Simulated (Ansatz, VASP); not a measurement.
# Two plane-wave programs on Mg3CdSe4

File INCAR:

```
SYSTEM = Mg3CdSe4
PREC     = Accurate       ! precision mode
ENCUT    = 600            ! plane-wave cutoff, eV
EDIFF    = 1E-7           ! SCF threshold, eV
ISMEAR   = 0              ! smearing method
SIGMA    = 0.02           ! smearing width, eV
LREAL    = .FALSE.        ! projectors in reciprocal space
LASPH    = .TRUE.         ! aspherical terms in the spheres
NELM     = 60             ! most SCF steps
ALGO     = Normal         ! electronic algorithm
ISIF     = 3              ! what is computed and relaxed
LWAVE    = .FALSE.        ! write WAVECAR
LCHARG   = .FALSE.        ! write CHGCAR
GGA      = PE             ! functional
IBRION   = 2              ! ionic algorithm
NSW      = 100            ! ionic steps
EDIFFG   = -0.01          ! ionic threshold
```

File KPOINTS:

```
Automatic mesh
0
G
  6 6 6
  0 0 0
```

Contents of POSCAR:

```
Mg3CdSe4
1.0
    6.0474684986      0.0000000000      0.0000000000
    0.0000000000      6.0474684986      0.0000000000
    0.0000000000      0.0000000000      6.0474684986
Mg Cd Se
3 1 4
Direct
    0.0000000000      0.0000000000      0.5000000000
    0.0000000000      0.5000000000      0.0000000000
    0.5000000000      0.0000000000      0.0000000000
    0.5000000000      0.5000000000      0.5000000000
    0.7556933452      0.7556933452      0.2443066548
    0.7556933452      0.2443066548      0.7556933452
    0.2443066548      0.7556933452      0.7556933452
    0.2443066548      0.2443066548      0.2443066548
```

Input for Ansatz:

```yaml
crystal:
  lattice:
    - [6.0474684986, 0.0, 0.0]
    - [0.0, 6.0474684986, 0.0]
    - [0.0, 0.0, 6.0474684986]
  atoms:
    - { symbol: Mg, position: [0.0, 0.0, 0.5] }
    - { symbol: Mg, position: [0.0, 0.5, 0.0] }
    - { symbol: Mg, position: [0.5, 0.0, 0.0] }
    - { symbol: Cd, position: [0.5, 0.5, 0.5] }
    - { symbol: Se, position: [0.7556933452, 0.7556933452, 0.2443066548] }
    - { symbol: Se, position: [0.7556933452, 0.2443066548, 0.7556933452] }
    - { symbol: Se, position: [0.2443066548, 0.7556933452, 0.7556933452] }
    - { symbol: Se, position: [0.2443066548, 0.2443066548, 0.2443066548] }
basis:
  ecutwfc: 420
kpoints:
  mp_grid: { grid: [6, 6, 6] }
hamiltonian:
  xc: pbe
scf:
  occupations: { method: gaussian, width: 0.02 }
output:
  forces: true
  stress: true
  eigenvalues: true
relax:
  adjacent_minimum: "off"
  f_tol: 0.01
  max_steps: 80
  cell: { stress_tol: 0.05 }
```

Change from the starting cell: species swapped into the MgZn3S4 type (P-43m, No. 215).

Alike in both runs: task relaxation of cell and atoms; functional PBE; k mesh 6 × 6 × 6; occupations gaussian, width 0.02 eV; no spin polarisation.

|  | VASP | Ansatz |
| --- | --- | --- |
| version | VASP 6.6.1 | Ansatz 0.2.0 |
| potentials or method | VASP PAW PBE potentials, release 64 (Mg, Cd, Se), cutoff 600 eV | scalar-relativistic, plane waves, PAW |
| valence electrons in the cell | 42 | 114 |

Ansatz gave:

```
gap on the k mesh at the Fermi level, each at its own relaxed structure (eV) : 1.93
relaxed volume (Å³/atom)                                                     : 27.59
relaxed length of the cell vector where the two differ most in proportion (Å)              : 6.043
```

Question: Estimate VASP's values.

Answer: gap on the k mesh at the Fermi level, each at its own relaxed structure (eV): 1.93; relaxed volume (Å³/atom): 27.59; relaxed length of the cell vector where the two differ most in proportion (Å): 6.044.

VASP's potentials hold 42 valence electrons a cell and Ansatz's 114, so a difference there can come from the potentials and not from the codes.
